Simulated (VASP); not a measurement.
# Na2HgH4 (F-43m) in VASP: notebook

Runs on Na2HgH4. Level: PBE. Tasks: single point, relaxation of cell and atoms.

All numbers are computed with VASP 6.6.1; they aren't measurements. Logs are shortened: lines on timing, memory, paths and dates and some standing lists are left out, and cuts for length are marked.

### 1 The cell of the first run

The structure is cubic, space group F-43m (No. 216). The conventional cell has a = 7.170 Å, b = 7.170 Å, c = 7.170 Å, α = 90.00°, β = 90.00°, γ = 90.00°. Na (site symmetry -43m) has 4 H at 2.19 Å within 2.9 Å. Within 4.2 Å of Na (site symmetry -43m) lie 4 Na at 3.10 Å and 4 Hg at 3.10 Å and 24 H at 3.15 to 4.18 Å. Hg (site symmetry -43m) has 16 H at 2.93 to 4.02 Å and 10 Na at 3.10 to 3.58 Å within 4.1 Å. H (site symmetry 3m) has 3 H at 1.50 Å within 2.0 Å.

The cell was generated, and may not be a known phase.

### 2 Single point, PBE

File INCAR:

```
ALGO = Normal
EDIFF = 1E-7
ENCUT = 520
GGA = PE
ISIF = 2
ISMEAR = 0
LASPH = T
LCHARG = F
LREAL = F
LWAVE = F
NBANDS = 24
NELM = 100
PREC = Accurate
SIGMA = 0.1
```

File KPOINTS:

```
k-points
0
Gamma
  4 4 4
```

File POSCAR:

```
Na2HgH4
1.0
    0.0000000000      3.5848915374      3.5848915374
    3.5848915374      0.0000000000      3.5848915374
    3.5848915374      3.5848915374      0.0000000000
Na Hg H
2 1 4
Direct
    0.7500000000      0.7500000000      0.7500000000
    0.5000000000      0.5000000000      0.5000000000
    0.2500000000      0.2500000000      0.2500000000
    0.9261378224      0.9261378224      0.9261378224
    0.9261378224      0.9261378224      0.2215865328
    0.9261378224      0.2215865328      0.9261378224
    0.2215865328      0.9261378224      0.9261378224
```

Potentials or basis: VASP PAW PBE potentials, release 64 (Na_pv, Hg, H).

Command:

```sh
cat potpaw_PBE.64/Na_pv/POTCAR potpaw_PBE.64/Hg/POTCAR potpaw_PBE.64/H/POTCAR > POTCAR
mpirun -np 1 vasp_std > vasp.out
```

OUTCAR:

```text
EDIFF = 1E-7
   ENCUT = 520
   GGA = PE
   ISIF = 2
   ISMEAR = 0
   LASPH = T
   LREAL = F
   NELM = 100
   PREC = Accurate

 ion  position               nearest neighbor table
   1  0.750  0.750  0.750-
   2  0.500  0.500  0.500-   3 3.10   3 3.10   3 3.10   3 3.10
   3  0.250  0.250  0.250-   2 3.10   2 3.10   2 3.10   2 3.10
   4  0.926  0.926  0.926-
   5  0.926  0.926  0.222-
   6  0.926  0.222  0.926-
   7  0.222  0.926  0.926-

  LATTYP: Found a face centered cubic cell.
 ALAT       =     7.1697830748

  Lattice vectors:

 A1 = (   0.0000000000,   3.5848915374,   3.5848915374)
 A2 = (   3.5848915374,   0.0000000000,   3.5848915374)
 A3 = (   3.5848915374,   3.5848915374,   0.0000000000)

Analysis of symmetry for initial positions (statically):
=====================================================================
 Subroutine PRICEL returns:
 Original cell was already a primitive cell.

 Routine SETGRP: Setting up the symmetry group for a
 face centered cubic supercell.

 Subroutine GETGRP returns: Found 24 space group operations
 (whereof 24 operations were pure point group operations)
 out of a pool of 48 trial point group operations.

The static configuration has the point symmetry T_d .

Analysis of symmetry for dynamics (positions and initial velocities):
=====================================================================
 Subroutine PRICEL returns:
 Original cell was already a primitive cell.

 Routine SETGRP: Setting up the symmetry group for a
 face centered cubic supercell.

 Subroutine GETGRP returns: Found 24 space group operations
 (whereof 24 operations were pure point group operations)
 out of a pool of 48 trial point group operations.

The dynamic configuration has the point symmetry T_d .

 Subroutine INISYM returns: Found 24 space group operations
 (whereof 24 operations are pure point group operations),
 and found     1 'primitive' translations

----------------------------------------------------------------------------------------

                                     Primitive cell

  volume of cell :      92.1421

  direct lattice vectors                    reciprocal lattice vectors
     0.000000000  3.584891537  3.584891537    -0.139474234  0.139474234  0.139474234
     3.584891537  0.000000000  3.584891537     0.139474234 -0.139474234  0.139474234
     3.584891537  3.584891537  0.000000000     0.139474234  0.139474234 -0.139474234

  length of vectors
     5.069802232  5.069802232  5.069802232     0.241576459  0.241576459  0.241576459

  position of ions in fractional coordinates (direct lattice)
     0.750000000  0.750000000  0.750000000
     0.500000000  0.500000000  0.500000000
     0.250000000  0.250000000  0.250000000
     0.926137822  0.926137822  0.926137822
     0.926137822  0.926137822  0.221586533
     0.926137822  0.221586533  0.926137822
     0.221586533  0.926137822  0.926137822

  ion indices of the primitive-cell ions
   primitive index   ion index
                 1           1
                 2           2
                 3           3
                 4           4
                 5           5
                 6           6
                 7           7

----------------------------------------------------------------------------------------

 KPOINTS: k-points

Automatic generation of k-mesh.
 Grid dimensions read from file:
 generate k-points for:    4    4    4

 Generating k-lattice:

  Cartesian coordinates                     Fractional coordinates (reciprocal lattice)
    -0.034868558  0.034868558  0.034868558     0.250000000  0.000000000  0.000000000
     0.034868558 -0.034868558  0.034868558     0.000000000  0.250000000  0.000000000
     0.034868558  0.034868558 -0.034868558     0.000000000  0.000000000  0.250000000

  Length of vectors
     0.060394115  0.060394115  0.060394115

  Shift w.r.t. Gamma in fractional coordinates (k-lattice)
     0.000000000  0.000000000  0.000000000

 Subroutine IBZKPT returns following result:
 ===========================================

 Found      8 irreducible k-points:

 Following reciprocal coordinates:
            Coordinates               Weight
  0.000000  0.000000  0.000000      1.000000
  0.250000  0.000000  0.000000      8.000000
  0.500000  0.000000  0.000000      4.000000
  0.250000  0.250000  0.000000      6.000000
  0.500000  0.250000  0.000000     24.000000
 -0.250000  0.250000  0.000000     12.000000
  0.500000  0.500000  0.000000      3.000000
 -0.250000  0.500000  0.250000      6.000000
   k-points           NKPTS =      8   k-points in BZ     NKDIM =      8   number of bands    NBANDS=     24
   number of dos      NEDOS =    301   number of ions     NIONS =      7
   total plane-waves  NPLWV =  64000
   dimension x,y,z NGX =    40 NGY =   40 NGZ =   40
   dimension x,y,z NGXF=    80 NGYF=   80 NGZF=   80
   ions per type =               2   1   4
   NGX,Y,Z   is equivalent  to a cutoff of  13.12, 13.12, 13.12 a.u.
   NGXF,Y,Z  is equivalent  to a cutoff of  26.23, 26.23, 26.23 a.u.
 SYSTEM =  unknown system
   PREC   = accura    normal or accurate (medium, high low for compatibility)
   ISTART =      0    job   : 0-new  1-cont  2-samecut
   ICHARG =      2    charge: 1-file 2-atom 10-const
   ISPIN  =      1    spin polarized calculation?
   LNONCOLLINEAR =      F non collinear calculations
   LSORBIT =      F    spin-orbit coupling
   LASPH  =      T    aspherical Exc in radial PAW
   ENCUT  =  520.0 eV  38.22 Ry    6.18 a.u.   9.43  9.43  9.43*2*pi/ulx,y,z
   NELM   =    100;   NELMIN=  2; NELMDL= -5     # of ELM steps
   EDIFF  = 0.1E-06   stopping-criterion for ELM
   LREAL  =      F    real-space projection
   EDIFFG = 0.1E-05   stopping-criterion for IOM
   NSW    =      0    number of steps for IOM
   IBRION =     -1    ionic relax: 0-MD 1-quasi-New 2-CG
   NFREE  =      0    steps in history (QN), initial steepest desc. (CG)
   ISIF   =      2    stress and relaxation
   ISYM   =      2    0-nonsym 1-usesym 2-fastsym
   POTIM  = 0.5000    time-step for ionic-motion
   TEBEG  =    0.0;   TEEND  =   0.0 temperature during run
   PSTRESS=    0.0 pullay stress
   NELECT =      30.0000    total number of electrons
   NUPDOWN=      -1.0000    fix difference up-down
   EMIN   =  10.00;   EMAX   =-10.00  energy-range for DOS
   EFERMI =   0.00;   METHOD = LEGACY
   ISMEAR =     0;   SIGMA  =   0.10  broadening in eV -4-tet -1-fermi 0-gaus
   EFERMI_NEDOS =   21; number of points for ismear=-14 and -15
   IALGO  =     38    algorithm
   IMIX   =      4    mixing-type and parameters
     AMIX     =   0.40;   BMIX     =  1.00
     AMIX_MAG =   1.60;   BMIX_MAG =  1.00
  volume/ion in A,a.u.               =      13.16        88.83
  Fermi-wavevector in a.u.,A,eV,Ry     =   1.126236  2.128277 17.257718  1.268407
  Thomas-Fermi vector in A             =   2.262916
   LORBIT       =      0    0 simple, 1 ext, 2 COOP (PROOUT), +10 PAW based schemes
   GGA     = PE    functional components
   LHFCALC =     F    Hartree Fock is set to
   AEXX    =    0.0000 exact exchange contribution
   IVDW    =     0    specifies the selected vdW correction
   LEPSILON=     F    determine dielectric tensor
   LRPA    =     F    only Hartree local field effects (RPA)
 non-spin polarized calculation
 Gauss-broadening in eV      SIGMA  =   0.10
  energy-cutoff  :      520.00
  volume of cell :       92.14
 maximum number of plane-waves:      2502
 NGX is ok and might be reduce to    40
   NGX = 19   NGY = 19   NGZ = 19

 number of electron      29.9999990 magnetization

 Free energy of the ion-electron system (eV)
  ---------------------------------------------------
  ext. energy  EPLUGINS =         0.00000000
  ---------------------------------------------------
  free energy    TOTEN  =       -11.38853180 eV

  energy without entropy =      -11.37359370  energy(sigma->0) =      -11.38106275

 E-fermi :   1.0215     XC(G=0):  -8.7537

 val. band max:        0.9089496900   @ k =   0.5000   0.0000   0.0000
 cond. band min:       1.0841685654   @ k =   0.2500   0.0000   0.0000
 fundamental gap:      0.1752188753
 Fermi energy:         1.0214648201

 k-point     1 :       0.0000    0.0000    0.0000
  band No.  band energies     occupation
      1     -23.6256      2.00000
      2     -23.6256      2.00000
      3     -23.6256      2.00000
      4     -22.6562      2.00000
      5     -22.6562      2.00000
      6     -22.6562      2.00000
[... 16 lines left out ...]
     23       7.3947      0.00000
     24       8.5262      0.00000

 k-point     2 :       0.2500    0.0000    0.0000
  band No.  band energies     occupation
      1     -23.6262      2.00000
      2     -23.6258      2.00000
      3     -23.6258      2.00000
      4     -22.6572      2.00000
      5     -22.6561      2.00000
      6     -22.6561      2.00000
[... 16 lines left out ...]
     23       8.9834      0.00000
     24      10.7099      0.00000

 k-point     3 :       0.5000    0.0000    0.0000
  band No.  band energies     occupation
      1     -23.6268      2.00000
      2     -23.6261      2.00000
      3     -23.6261      2.00000
      4     -22.6581      2.00000
      5     -22.6561      2.00000
      6     -22.6560      2.00000
[... 16 lines left out ...]
     23      10.0056      0.00000
     24      11.0536      0.00000

 k-point     4 :       0.2500    0.2500    0.0000
  band No.  band energies     occupation
      1     -23.6262      2.00000
      2     -23.6262      2.00000
      3     -23.6258      2.00000
      4     -22.6576      2.00000
      5     -22.6560      2.00000
      6     -22.6560      2.00000
[... 16 lines left out ...]
     23       8.9243      0.00000
     24       9.0733      0.00000

 k-point     5 :       0.5000    0.2500    0.0000
  band No.  band energies     occupation
      1     -23.6272      2.00000
      2     -23.6265      2.00000
      3     -23.6257      2.00000
      4     -22.6581      2.00000
      5     -22.6563      2.00000
      6     -22.6559      2.00000
[... 16 lines left out ...]
     23       9.6148      0.00000
     24      11.1461      0.00000

 k-point     6 :      -0.2500    0.2500    0.0000
  band No.  band energies     occupation
      1     -23.6271      2.00000
      2     -23.6261      2.00000
      3     -23.6258      2.00000
      4     -22.6577      2.00000
      5     -22.6564      2.00000
      6     -22.6561      2.00000
[... 16 lines left out ...]
     23       9.7180      0.00000
     24      10.2782      0.00000

 k-point     7 :       0.5000    0.5000    0.0000
  band No.  band energies     occupation
      1     -23.6268      2.00000
      2     -23.6268      2.00000
      3     -23.6261      2.00000
      4     -22.6589      2.00000
      5     -22.6558      2.00000
      6     -22.6558      2.00000
[... 16 lines left out ...]
     23      10.5288      0.00000
     24      10.5288      0.00000

 k-point     8 :      -0.2500    0.5000    0.2500
  band No.  band energies     occupation
      1     -23.6274      2.00000
      2     -23.6268      2.00000
      3     -23.6255      2.00000
      4     -22.6580      2.00000
      5     -22.6567      2.00000
      6     -22.6559      2.00000
[... 16 lines left out ...]
     23       9.5764      0.00000
     24      11.2228      0.00000

------------------------ aborting loop because EDIFF is reached ----------------------------------------

  FORCE on cell =-STRESS in cart. coord.  units (eV):
  Direction    XX          YY          ZZ          XY          YZ          ZX
  --------------------------------------------------------------------------------------
  -------------------------------------------------------------------------------------
  Total       -0.0563091     -0.0563091     -0.0563091      0.0000000      0.0000000     -0.0000000
  in kB       -0.9791095     -0.9791095     -0.9791095      0.0000000      0.0000000     -0.0000000
  external PRESSURE =      -0.9791095 kB  Pullay stress =       0.0000000 kB

 VOLUME and BASIS-vectors are now :
 -----------------------------------------------------------------------------
  energy-cutoff  :      520.00
  volume of cell :       92.14
      direct lattice vectors                 reciprocal lattice vectors
     0.000000000  3.584891537  3.584891537    -0.139474234  0.139474234  0.139474234
     3.584891537  0.000000000  3.584891537     0.139474234 -0.139474234  0.139474234
     3.584891537  3.584891537  0.000000000     0.139474234  0.139474234 -0.139474234

 POSITION                                       TOTAL-FORCE (eV/Angst)
 -----------------------------------------------------------------------------------
      5.37734      5.37734      5.37734        -0.000000     -0.000000     -0.000000
      3.58489      3.58489      3.58489        -0.000000     -0.000000     -0.000000
      1.79245      1.79245      1.79245        -0.000000     -0.000000     -0.000000
      6.64021      6.64021      6.64021         0.003131      0.003131      0.003131
      4.11447      4.11447      6.64021        -0.003131     -0.003131      0.003131
      4.11447      6.64021      4.11447        -0.003131      0.003131     -0.003131
      6.64021      4.11447      4.11447         0.003131     -0.003131     -0.003131
 -----------------------------------------------------------------------------------
    total drift:                               -0.000000     -0.000000     -0.000000

  FREE ENERGIE OF THE ION-ELECTRON SYSTEM (eV)
  ---------------------------------------------------
  free  energy   TOTEN  =       -11.3885317950 eV

  energy  without entropy=      -11.3735936999  energy(sigma->0) =      -11.38106275
```

It took 17 s on 1 thread of Intel Xeon Platinum 8488C (Sapphire Rapids), shared host; peak memory 0.23 GiB.

What came out:

| Property | Result |
| --- | --- |
| Free energy | -11.3885 eV |
| Pressure | -0.1 GPa |
| Largest force | 0.005 eV/Å |
| Band gap on the k mesh | zero (bands 15 and 16 overlap by 0.49 eV) |

Forces in eV/Å, atoms in the order of the input:
```
Na   0.000  0.000  0.000
Na   0.000  0.000  0.000
Hg   0.000  0.000  0.000
H    0.003  0.003  0.003
H   -0.003 -0.003  0.003
H   -0.003  0.003 -0.003
H    0.003 -0.003 -0.003
```

Caveat: the k points lie up to 0.38 Å⁻¹ apart; spin-orbit coupling is left out, which moves the levels of the heavy elements.

(Part 1 of 3 ends here.)

The gap in the log of VASP goes by the Fermi energy; the results here count the filled bands.